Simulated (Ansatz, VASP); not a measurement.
## Two plane-wave programs on CaAgI

```
CELL_PARAMETERS angstrom
4.21593 0.00000 0.00000
0.00000 4.21593 0.00000
0.00000 0.00000 9.29302
ATOMIC_POSITIONS crystal
Ca 0.00000 0.50000 0.23725
Ca 0.50000 0.00000 0.76275
Ag 0.00000 0.00000 0.00000
Ag 0.50000 0.50000 0.00000
I 0.00000 0.50000 0.63600
I 0.50000 0.00000 0.36400
```

Alike in both runs: functional PBEsol; k mesh 4 × 4 × 2; occupations methfessel-paxton of order 1, width 0.025 eV; no spin polarisation.

Ansatz relaxed the structure, and its values are those at the end. VASP's run is a single point on that final structure, the one shown.

|  | VASP | Ansatz |
| --- | --- | --- |
| version | VASP 6.6.1 | Ansatz 0.2.0 |
| potentials or method | VASP PAW PBE potentials, release 64 (Ca_sv, Ag, I), cutoff 520 eV | PAW plane waves |
| valence electrons in the cell | 56 | 92 |

|  | VASP | Ansatz | Ansatz less VASP |
| --- | --- | --- | --- |
| gap on the k mesh at the Fermi level (eV) | none | none | - |
| pressure (GPa) | 0.0 | 0.0 | -0.07 |
| rms of the force components (eV/Å) | 0.004 | 0.002 | -0.0022 |

VASP's potentials were made for PBE, not for PBEsol. A gap of «none» marks a metal or a gap that the smearing closes. VASP's potentials hold 56 valence electrons a cell and Ansatz's 92, so a difference there can come from the potentials and not from the codes.

The k mesh is coarse, so the values compare programs but aren't converged. Spin-orbit coupling is off throughout.
